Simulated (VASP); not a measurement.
Here is a VASP 6.6.1 calculation.

File INCAR:

```
SYSTEM = CuNi3
PREC     = Accurate       ! precision mode
ENCUT    = 520            ! plane-wave cutoff, eV
EDIFF    = 1E-7           ! SCF threshold, eV
ISMEAR   = -1             ! smearing method
SIGMA    = 0.05           ! smearing width, eV
LREAL    = .False.        ! projectors in reciprocal space
LASPH    = .True.         ! aspherical terms in the spheres
NELM     = 150            ! most SCF steps
ALGO     = Normal         ! electronic algorithm
ISIF     = 2              ! what is computed and relaxed
LWAVE    = .False.        ! write WAVECAR
LCHARG   = .False.        ! write CHGCAR
ISPIN    = 2              ! spin polarisation
MAGMOM   = 0.6 1 1 1      ! initial moments
LORBIT   = 11             ! projections on sites
LMAXMIX  = 4              ! l up to which the mixer works
GGA      = CA             ! functional
NBANDS   = 32             ! bands
```

File KPOINTS:

```
Automatic mesh
0
Gamma
  11 11 11
  0 0 0
```

Contents of POSCAR:

```
CuNi3
1.0
   -1.7562118400      1.7562118400      3.4691785700
    1.7562118400     -1.7562118400      3.4691785700
    1.7562118400      1.7562118400     -3.4691785700
Cu Ni
1 3
Direct
    0.0000000000      0.0000000000      0.0000000000
    0.5000000000      0.5000000000      0.0000000000
    0.2500000000      0.7500000000      0.5000000000
    0.7500000000      0.2500000000      0.5000000000
```

Potentials or basis: VASP PAW LDA potentials, release 64 (Cu, Ni).

Command:

```console
$ cat potpaw_LDA.64/Cu/POTCAR potpaw_LDA.64/Ni/POTCAR > POTCAR
$ mpirun -np 1 vasp_std > vasp.out
```

Problem. Estimate the site moments.

Solution. Cu +0.01; Ni +0.46, +0.45 μB.

Problem. What does it give for the pressure?

Solution. -9.6 GPa.

Stress tensor (GPa, compression positive):
```
-9.90  0.00  0.00
 0.00 -9.90  0.00
 0.00  0.00 -9.05
```
